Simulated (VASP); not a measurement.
A run of VASP 6.6.1 is set up as follows.

INCAR

```
SYSTEM = Sb
AGGAC = 1.0 ; AGGAX = 1.0
ALDAC = 0.0 ; ALDAX = 1.0
ALGO = Normal ; EDIFF = 1E-6
EDIFFG = -0.01 ; ENCUT = 600
GGA = B5 ; IBRION = 2
ISIF = 3 ; ISMEAR = -1
LASPH = .True. ; LCHARG = .False.
LREAL = .False. ; LWAVE = .False.
NELM = 60 ; NSW = 60
PREC = Accurate ; SIGMA = 0.05
```

KPOINTS

```
k-points
0
Gamma
  9 9 5
  0 0 0
```

The input POSCAR:

```
Sb
1.0
    3.3545324186      0.0000000000      0.0000000000
   -1.6772662093      2.9051102923      0.0000000000
    0.0000000000      0.0000000000      5.4701606500
Sb
2
Direct
    0.6666666667      0.3333333333      0.7500000000
    0.3333333333      0.6666666667      0.2500000000
```

Potentials or basis: VASP PAW PBE potentials, release 64 (Sb).

Run with:

```bash
$ cat potpaw_PBE.64/Sb/POTCAR > POTCAR
$ mpirun -np 1 vasp_std > vasp.out
```

Problem. Predict the band gap on the k mesh.

Solution. Zero (band 5 reaches 6.68 eV, above the bottom of band 6 at 5.50 eV).

Problem. Estimate the space group after relaxing (to 0.05 Å).

Solution. P6_3/mmc (No. 194).

Problem. Predict the relaxed volume.

Solution. 33.24 Å³/atom.

Problem. What does it give for the relaxed cell?

Solution. a = 4.295 Å, b = 4.295 Å, c = 4.160 Å, α = 90.00°, β = 90.00°, γ = 120.00°.

Final structure:
```
Sb
1.0
     4.29521    0.00000    0.00000
    -2.14761    3.71976    0.00000
     0.00000    0.00000    4.16035
Sb
2
Cartesian
  2.1476 1.2399 3.1203
  0.0000 2.4798 1.0401
```

Caveat: the volume moved by over 15 % at a fixed basis, so the end points are rough; the PAW data sets were made with another functional, which shifts forces and pressure a little; spin-orbit coupling is left out, which moves the levels of the heavy elements.
